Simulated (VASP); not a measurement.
# Ba3Sr13O16 (P1) in VASP: single point with PBEsol

Aim: the single point of Ba3Sr13O16 with PBEsol.

Program: VASP 6.6.1. These are calculated values, not measurements. Logs are shortened: lines on timing, memory, paths and dates and some standing lists are left out, and cuts for length are marked.

**1. The cell of the first run**

The typed cell holds 64 atoms: a = 10.393 Å, b = 10.393 Å, c = 10.393 Å, α = 90.00°, β = 90.00°, γ = 90.00°.

**2. Single point, PBEsol**

File INCAR:

```
PREC = Accurate
ENCUT = 700
EDIFF = 1E-6
ISMEAR = -1
SIGMA = 0.05
LREAL = Auto
LASPH = True
NELM = 120
ALGO = Normal
ISIF = 2
LWAVE = False
LCHARG = False
GGA = PS
ISYM = -1
NBANDS = 294
GGA_COMPAT = False
```

File KPOINTS:

```
explicit points
1
Reciprocal
  0.25000000   0.25000000   0.25000000 1
```

File POSCAR:

```
Ba3Sr13O16
1.0
   10.3926175583      0.0000000000      0.0000000000
    0.0000000000     10.3926175583      0.0000000000
    0.0000000000      0.0000000000     10.3926175583
O Sr Ba
32 26 6
Direct
    0.2482580000      0.9979330000      0.9967900000
    0.2479740000      0.9989950000      0.5030820000
    0.2408110000      0.5011590000      0.9919840000
    0.2400840000      0.4998790000      0.5077390000
    0.7523330000      0.9925180000      0.9915900000
    0.7518090000      0.9986580000      0.5071560000
    0.7590510000      0.5077760000      0.9966090000
    0.7579830000      0.5020910000      0.5034660000
    0.0069150000      0.2468740000      0.9920820000
    0.0006210000      0.2473610000      0.5069430000
    0.0012900000      0.7513410000      0.9982190000
    0.9999680000      0.7515410000      0.5016050000
    0.4917560000      0.2395960000      0.9987850000
    0.4973060000      0.2405580000      0.5021520000
    0.4980870000      0.7573670000      0.9995930000
    0.4990560000      0.7579090000      0.5005910000
    0.0065640000      0.9925900000      0.2496430000
    0.0009400000      0.9980710000      0.7496130000
    0.9937360000      0.5079080000      0.2497800000
    0.9987140000      0.5012860000      0.7498120000
    0.4940680000      0.9986600000      0.2499820000
    0.4986570000      0.9991330000      0.7498850000
    0.5070030000      0.5030290000      0.2498140000
    0.5010790000      0.5001780000      0.7500970000
    0.2566560000      0.2429240000      0.2524760000
    0.2508430000      0.2483350000      0.7489120000
    0.2514290000      0.7551640000      0.2505760000
    0.2500210000      0.7508360000      0.7496060000
    0.7405570000      0.2584100000      0.2601870000
    0.7477170000      0.2511720000      0.7443300000
    0.7483830000      0.7455040000      0.2518830000
    0.7492550000      0.7491550000      0.7486280000
    0.0027640000      0.9964500000      0.9961790000
    0.0011190000      0.9980050000      0.5034840000
    0.9997890000      0.5036410000      0.9963870000
    0.9985320000      0.5017770000      0.5034760000
    0.4962700000      0.9978800000      0.9979600000
    0.4979960000      0.9990880000      0.5020600000
    0.2493970000      0.2459050000      0.9961320000
    0.2491950000      0.2459550000      0.5037210000
    0.2482700000      0.7525730000      0.9979170000
    0.2480390000      0.7528060000      0.5019720000
    0.7496320000      0.2496480000      0.5035350000
    0.7513530000      0.7501290000      0.9978820000
    0.7512480000      0.7502520000      0.5020820000
    0.2506720000      0.9979640000      0.2502030000
    0.2494080000      0.9989600000      0.7497290000
    0.2464310000      0.5000430000      0.7498240000
    0.7499070000      0.9978900000      0.7487810000
    0.7510790000      0.5034650000      0.2523240000
    0.7527040000      0.5018830000      0.7485370000
    0.0012150000      0.2494450000      0.7488130000
    0.9999420000      0.7503100000      0.2501800000
    0.9998710000      0.7501150000      0.7496830000
    0.4978880000      0.2456450000      0.2523650000
    0.4979010000      0.2459350000      0.7485360000
    0.4995680000      0.7531570000      0.2502510000
    0.4995520000      0.7527600000      0.7497950000
    0.4996650000      0.5005590000      0.9989990000
    0.5005330000      0.4994450000      0.5010230000
    0.7494740000      0.2500370000      0.9979540000
    0.2485970000      0.5008810000      0.2500220000
    0.7490100000      0.9980360000      0.2510430000
    0.0007170000      0.2499570000      0.2512150000
```

Potentials or basis: VASP PAW PBE potentials, release 64 (O, Sr_sv, Ba_sv).

The run is started by

```bash
$ cat potpaw_PBE.64/O/POTCAR potpaw_PBE.64/Sr_sv/POTCAR potpaw_PBE.64/Ba_sv/POTCAR > POTCAR
$ mpirun -np 1 vasp_std > vasp.out
```

OUTCAR:

```text
PREC = Accurate
   ENCUT = 700
   EDIFF = 1E-6
   ISMEAR = -1
   LREAL = Auto
   LASPH = True
   NELM = 120
   ISIF = 2
   GGA = PS
   ISYM = -1

 ion  position               nearest neighbor table
   1  0.248  0.998  0.997-  41 2.55  33 2.55  47 2.57  39 2.58  37 2.58  46 2.63
   2  0.248  0.999  0.503-  42 2.56  47 2.56  34 2.57  40 2.57  38 2.60  46 2.63
   3  0.241  0.501  0.992-  35 2.51  48 2.52  41 2.61  39 2.65  62 2.68  59 2.69
   4  0.240  0.500  0.508-  36 2.51  48 2.52  42 2.63  40 2.64  62 2.68  60 2.71
   5  0.752  0.993  0.992-  44 2.52  49 2.52  33 2.60  37 2.66  61 2.68  63 2.70
   6  0.752  0.999  0.507-  49 2.51  45 2.58  34 2.59  43 2.61  38 2.64  63 2.66
[... 67 lines left out ...]
                            46 3.66  63 3.66  42 3.67  33 3.68  35 3.68  45 3.68  41 3.68  44 3.68
  54  1.000  0.750  0.750-  18 2.58  12 2.58  11 2.58  20 2.59  28 2.60  32 2.60  33 3.62  35 3.62
                            34 3.63  36 3.63  51 3.64  42 3.64  45 3.65  48 3.65  41 3.65  44 3.65
  55  0.498  0.246  0.252-  25 2.51  29 2.53  21 2.57  14 2.60  13 2.64  23 2.68  46 3.64  38 3.65
                            63 3.67  40 3.67  37 3.69  60 3.69  43 3.70  62 3.71  39 3.71  61 3.72
  56  0.498  0.246  0.749-  14 2.56  22 2.56  26 2.57  30 2.60  13 2.60  24 2.64  38 3.63  40 3.63
                            47 3.64  39 3.65  43 3.65  37 3.66  49 3.67  61 3.68  60 3.68  59 3.71
  57  0.500  0.753  0.250-  21 2.55  27 2.58  31 2.59  23 2.60  16 2.60  15 2.61  46 3.63  63 3.63
                            37 3.65  38 3.66  50 3.68  62 3.70  42 3.70  45 3.70  41 3.70  59 3.70
  58  0.500  0.753  0.750-  22 2.56  16 2.59  28 2.59  32 2.60  15 2.60  24 2.63  37 3.63  38 3.63
                            49 3.64  47 3.65  42 3.67  41 3.67  45 3.67  44 3.67  59 3.68  60 3.69
  59  0.500  0.501  0.999-  24 2.59  23 2.61  15 2.67   3 2.69   7 2.70  13 2.71  61 3.68  44 3.68
                            58 3.68  62 3.69  48 3.69  41 3.70  51 3.70  57 3.70  50 3.71  39 3.71
  60  0.501  0.499  0.501-  24 2.59  23 2.61   8 2.68  16 2.69  14 2.69   4 2.71  43 3.67  50 3.67
                            51 3.67  56 3.68  45 3.69  58 3.69  55 3.69  48 3.70  62 3.70  57 3.71
  61  0.749  0.250  0.998-  30 2.64   9 2.68   5 2.68   7 2.68  13 2.68  29 2.73  59 3.68  52 3.68
                            56 3.68  51 3.68  49 3.68  35 3.70  64 3.71  63 3.71  37 3.71  55 3.72
  62  0.249  0.501  0.250-  27 2.64  19 2.65   4 2.68  25 2.68   3 2.68  23 2.69  53 3.66  64 3.67
                            59 3.69  35 3.69  60 3.70  57 3.70  36 3.70  41 3.70  42 3.70  55 3.71
  63  0.749  0.998  0.251-  31 2.62  21 2.65   6 2.66  17 2.68   5 2.70  29 2.71  57 3.63  53 3.66
                            55 3.67  45 3.67  44 3.68  38 3.69  64 3.70  43 3.70  34 3.71  61 3.71
  64  0.001  0.250  0.251-  10 2.66  25 2.66  17 2.68  19 2.68   9 2.69  29 2.71  62 3.67  40 3.68
                            46 3.69  50 3.70  43 3.70  63 3.70  39 3.70  36 3.70  34 3.71  61 3.71

IMPORTANT INFORMATION: All symmetrisations will be switched off!
NOSYMM: (Re-)initialisation of all symmetry stuff for point group C_1.

----------------------------------------------------------------------------------------

                                     Primitive cell

  volume of cell :    1122.4702

  direct lattice vectors                    reciprocal lattice vectors
    10.392617558  0.000000000  0.000000000     0.096222149  0.000000000  0.000000000
     0.000000000 10.392617558  0.000000000     0.000000000  0.096222149  0.000000000
     0.000000000  0.000000000 10.392617558     0.000000000  0.000000000  0.096222149

  length of vectors
    10.392617558 10.392617558 10.392617558     0.096222149  0.096222149  0.096222149

  position of ions in fractional coordinates (direct lattice)
     0.248258000  0.997933000  0.996790000
     0.247974000  0.998995000  0.503082000
     0.240811000  0.501159000  0.991984000
     0.240084000  0.499879000  0.507739000
     0.752333000  0.992518000  0.991590000
     0.751809000  0.998658000  0.507156000
[... 56 lines left out ...]
     0.749010000  0.998036000  0.251043000
     0.000717000  0.249957000  0.251215000

  ion indices of the primitive-cell ions
   primitive index   ion index
                 1           1
                 2           2
                 3           3
                 4           4
                 5           5
                 6           6
[... 56 lines left out ...]
                63          63
                64          64

----------------------------------------------------------------------------------------

 KPOINTS: explicit points

Read explicit list of k-points.

 Found      1 k-points:

 Following reciprocal coordinates:
            Coordinates               Weight
  0.250000  0.250000  0.250000      1.000000
   k-points           NKPTS =      1   k-points in BZ     NKDIM =      1   number of bands    NBANDS=    294
   number of dos      NEDOS =    301   number of ions     NIONS =     64
   total plane-waves  NPLWV = 729000
   dimension x,y,z NGX =    90 NGY =   90 NGZ =   90
   dimension x,y,z NGXF=   180 NGYF=  180 NGZF=  180
   ions per type =              32  26   6
   NGX,Y,Z   is equivalent  to a cutoff of  14.40, 14.40, 14.40 a.u.
   NGXF,Y,Z  is equivalent  to a cutoff of  28.79, 28.79, 28.79 a.u.
 SYSTEM =  unknown system
   PREC   = accura    normal or accurate (medium, high low for compatibility)
   ISTART =      0    job   : 0-new  1-cont  2-samecut
   ICHARG =      2    charge: 1-file 2-atom 10-const
   ISPIN  =      1    spin polarized calculation?
   LNONCOLLINEAR =      F non collinear calculations
   LSORBIT =      F    spin-orbit coupling
   LASPH  =      T    aspherical Exc in radial PAW
   ENCUT  =  700.0 eV  51.45 Ry    7.17 a.u.  22.42 22.42 22.42*2*pi/ulx,y,z
   NELM   =    120;   NELMIN=  2; NELMDL= -5     # of ELM steps
   EDIFF  = 0.1E-05   stopping-criterion for ELM
   LREAL  =      T    real-space projection
   EDIFFG = 0.1E-04   stopping-criterion for IOM
   NSW    =      0    number of steps for IOM
   IBRION =     -1    ionic relax: 0-MD 1-quasi-New 2-CG
   NFREE  =      0    steps in history (QN), initial steepest desc. (CG)
   ISIF   =      2    stress and relaxation
   ISYM   =     -1    0-nonsym 1-usesym 2-fastsym
   POTIM  = 0.5000    time-step for ionic-motion
   TEBEG  =    0.0;   TEEND  =   0.0 temperature during run
   PSTRESS=    0.0 pullay stress
   NELECT =     512.0000    total number of electrons
   NUPDOWN=      -1.0000    fix difference up-down
   EMIN   =  10.00;   EMAX   =-10.00  energy-range for DOS
   EFERMI =   0.00;   METHOD = LEGACY
   ISMEAR =    -1;   SIGMA  =   0.05  broadening in eV -4-tet -1-fermi 0-gaus
   EFERMI_NEDOS =   21; number of points for ismear=-14 and -15
   IALGO  =     38    algorithm
   IMIX   =      4    mixing-type and parameters
     AMIX     =   0.40;   BMIX     =  1.00
     AMIX_MAG =   1.60;   BMIX_MAG =  1.00
  volume/ion in A,a.u.               =      17.54       118.36
  Fermi-wavevector in a.u.,A,eV,Ry     =   1.260201  2.381435 21.607507  1.588107
  Thomas-Fermi vector in A             =   2.393723
   LORBIT       =      0    0 simple, 1 ext, 2 COOP (PROOUT), +10 PAW based schemes
   GGA     = PS    functional components
   LHFCALC =     F    Hartree Fock is set to
   AEXX    =    0.0000 exact exchange contribution
   IVDW    =     0    specifies the selected vdW correction
   LEPSILON=     F    determine dielectric tensor
   LRPA    =     F    only Hartree local field effects (RPA)
 non-spin polarized calculation
  energy-cutoff  :      700.00
  volume of cell :     1122.47
 maximum number of plane-waves:     47177
 NGX is ok and might be reduce to    90
   NGX = 45   NGY = 45   NGZ = 45

 number of electron     511.9999997 magnetization

 Free energy of the ion-electron system (eV)
  ---------------------------------------------------
  ext. energy  EPLUGINS =         0.00000000
  ---------------------------------------------------
  free energy    TOTEN  =      -401.86767050 eV

  energy without entropy =     -401.86767050  energy(sigma->0) =     -401.86767050

 E-fermi :   3.0215     XC(G=0): -10.2516

 val. band max:        1.7956100048   @ k =   0.2500   0.2500   0.2500
 cond. band min:       4.8801851413   @ k =   0.2500   0.2500   0.2500
 fundamental gap:      3.0845751365
 Fermi energy:         3.0215382569

 k-point     1 :       0.2500    0.2500    0.2500
  band No.  band energies     occupation
      1     -30.7806      2.00000
      2     -30.7499      2.00000
      3     -30.7432      2.00000
      4     -30.7405      2.00000
      5     -30.7241      2.00000
      6     -30.7134      2.00000
[... 260 lines left out ...]
    267       6.3498      0.00000
    268       6.3892      0.00000
 [bands above 268 left out]

------------------------ aborting loop because EDIFF is reached ----------------------------------------

  FORCE on cell =-STRESS in cart. coord.  units (eV):
  Direction    XX          YY          ZZ          XY          YZ          ZX
  --------------------------------------------------------------------------------------
  -------------------------------------------------------------------------------------
  Total        6.3325534      6.4045055      7.1375212     -0.2502476     -0.0602985     -0.3384439
  in kB        9.0388797      9.1415818     10.1878643     -0.3571952     -0.0860681     -0.4830837
  external PRESSURE =       9.4561086 kB  Pullay stress =       0.0000000 kB

 VOLUME and BASIS-vectors are now :
 -----------------------------------------------------------------------------
  energy-cutoff  :      700.00
  volume of cell :     1122.47
      direct lattice vectors                 reciprocal lattice vectors
    10.392617558  0.000000000  0.000000000     0.096222149  0.000000000  0.000000000
     0.000000000 10.392617558  0.000000000     0.000000000  0.096222149  0.000000000
     0.000000000  0.000000000 10.392617558     0.000000000  0.000000000  0.096222149

 POSITION                                       TOTAL-FORCE (eV/Angst)
 -----------------------------------------------------------------------------------
      2.58005     10.37114     10.35926         0.003393      0.000200      0.004208
      2.57710     10.38217      5.22834         0.002943      0.001572     -0.006308
      2.50266      5.20835     10.30931        -0.059532     -0.001355     -0.060222
      2.49510      5.19505      5.27674        -0.052716     -0.000580      0.062001
      7.81871     10.31486     10.30522        -0.000713     -0.062620     -0.054919
      7.81326     10.37867      5.27068        -0.000253      0.002238      0.065863
[... 56 lines left out ...]
      7.78417     10.37221      2.60899         0.005794      0.020694     -0.007521
      0.00745      2.59771      2.61078        -0.012037      0.001520     -0.006982
 -----------------------------------------------------------------------------------
    total drift:                               -0.004292     -0.010302      0.002818

  FREE ENERGIE OF THE ION-ELECTRON SYSTEM (eV)
  ---------------------------------------------------
  free  energy   TOTEN  =      -401.8676704956 eV

  energy  without entropy=     -401.8676704956  energy(sigma->0) =     -401.86767050
```

Wall time 34 min (1 thread of AMD EPYC 7R13 (Zen 3), shared host); peak memory 1.5 GiB.

Results:

```
Free energy            : -401.8677 eV
Pressure               : 0.9 GPa
Largest force          : 0.106 eV/Å
Band gap on the k mesh : 3.08 eV
```

Forces in eV/Å, atoms in the order of the input:
```
O    0.003  0.000  0.004
O    0.003  0.002 -0.006
O   -0.060 -0.001 -0.060
O   -0.053 -0.001  0.062
O   -0.001 -0.063 -0.055
O    0.000  0.002  0.066
O    0.057  0.065  0.000
O    0.062  0.000 -0.002
O    0.068  0.005 -0.057
O   -0.001  0.005  0.071
O   -0.001 -0.005  0.003
O    0.000 -0.006 -0.002
O   -0.067 -0.053  0.002
O   -0.002 -0.058 -0.002
O    0.000  0.065  0.003
O   -0.001  0.058 -0.001
O    0.068 -0.065 -0.003
O    0.000  0.004  0.002
O   -0.078  0.063 -0.002
O   -0.001 -0.004  0.004
O   -0.079  0.001 -0.002
O    0.000 -0.001  0.003
O    0.069  0.002  0.002
O    0.006  0.001 -0.002
O    0.076 -0.069 -0.004
O    0.001  0.005  0.003
O   -0.002  0.081 -0.002
O   -0.001 -0.003  0.001
O   -0.065  0.065  0.053
O    0.000 -0.001 -0.080
O    0.001 -0.088 -0.003
O    0.002  0.000  0.002
Sr   0.002 -0.004 -0.003
Sr   0.002 -0.004  0.006
Sr   0.001  0.005 -0.003
Sr  -0.004  0.005  0.003
Sr  -0.002 -0.001 -0.001
Sr  -0.004  0.001  0.003
Sr  -0.002 -0.005 -0.001
Sr  -0.001 -0.006  0.002
Sr   0.000  0.004 -0.001
Sr   0.000  0.005  0.000
Sr   0.002  0.001  0.007
Sr  -0.001 -0.002  0.001
Sr   0.001 -0.001  0.000
Sr   0.001 -0.002  0.000
Sr   0.004  0.000  0.000
Sr   0.004 -0.002 -0.002
Sr  -0.002  0.000 -0.004
Sr   0.005  0.005  0.002
Sr   0.000  0.002 -0.002
Sr  -0.001  0.001 -0.007
Sr   0.001 -0.002 -0.002
Sr   0.000 -0.003  0.003
Sr  -0.006 -0.001  0.002
Sr   0.000  0.001 -0.003
Sr   0.000  0.000  0.000
Sr   0.001 -0.001  0.000
Ba  -0.003 -0.012  0.006
Ba  -0.007 -0.008 -0.008
Ba   0.003  0.004  0.024
Ba   0.008 -0.010 -0.002
Ba   0.006  0.021 -0.008
Ba  -0.012  0.002 -0.007
```

Stress tensor (GPa, compression positive):
```
 0.90 -0.04 -0.05
-0.04  0.91 -0.01
-0.05 -0.01  1.02
```

Levels at points of the mesh, in eV from the valence-band top:
```csv
k point,band 253,band 254,band 255,band 256,band 257,band 258,band 259,band 260
"(0.25, 0.25, 0.25)",-0.34,-0.33,-0.29,0.00,3.08,3.12,3.14,3.61
```

Caveat: the PAW data sets were made with another functional, which shifts forces and pressure a little; spin-orbit coupling is left out, which moves the levels of the heavy elements; a shifted mesh leaves out Γ, where band edges can lie.
